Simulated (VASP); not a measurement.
Write the native input for VASP 6.6.1 that does the following.

```
Task                   : single point
Functional             : PBE
Potentials or basis    : VASP PAW PBE potentials, release 64 (La)
Cutoff                 : 500 eV
k mesh                 : 11 × 11 × 6
Occupations            : fermi-dirac, width 0.05 eV
Spin                   : collinear spin
Starting moments       : [1.0, 1.0] μB
Dipole correction      : no
Further INCAR settings : ALGO = Normal; EDIFF = 1e-06; NBANDS = 22
```

The structure of La lies in POSCAR:

```
La
1.0
    3.6754289954      0.0000000000      0.0000000000
   -1.8377144977      3.1830148798      0.0000000000
    0.0000000000      0.0000000000      5.9291656259
La
2
Direct
    0.3333333333      0.6666666667      0.2500000000
    0.6666666667      0.3333333333      0.7500000000
```

The input as run:

INCAR

```
SYSTEM = La
PREC = Accurate
ENCUT = 500
EDIFF = 1E-6
ISMEAR = -1
SIGMA = 0.05
LREAL = .FALSE.
LASPH = .TRUE.
NELM = 200
ALGO = Normal
ISIF = 2
LWAVE = .FALSE.
LCHARG = .TRUE.
ISPIN = 2
MAGMOM = 1 1
LORBIT = 11
LMAXMIX = 6
GGA = PE
LELF = .TRUE.
LVHAR = .TRUE.
NBANDS = 22
GGA_COMPAT = .FALSE.
```

KPOINTS

```
regular mesh
0
G
  11 11 6
  0 0 0
```

Potentials or basis: VASP PAW PBE potentials, release 64 (La).

The run is started by

```sh
$ cat potpaw_PBE.64/La/POTCAR > POTCAR
$ mpirun -np 1 vasp_std > vasp.out
```

Results of the run:

* Pressure: 2.3 GPa
* Band gap on the k mesh: zero (filled and empty bands overlap)
* Net moment: 0.00 μB per cell
* Valence electrons inside the program's atomic spheres: La 8.65

Caveat: spin-orbit coupling is left out, which moves the levels of the heavy elements.

Wall time 4.9 min on 1 thread of Intel(R) Xeon(R) Platinum 8259CL CPU @ 2.50GHz (Skylake/Cascade Lake) (shared host), peak memory 0.31 GiB.
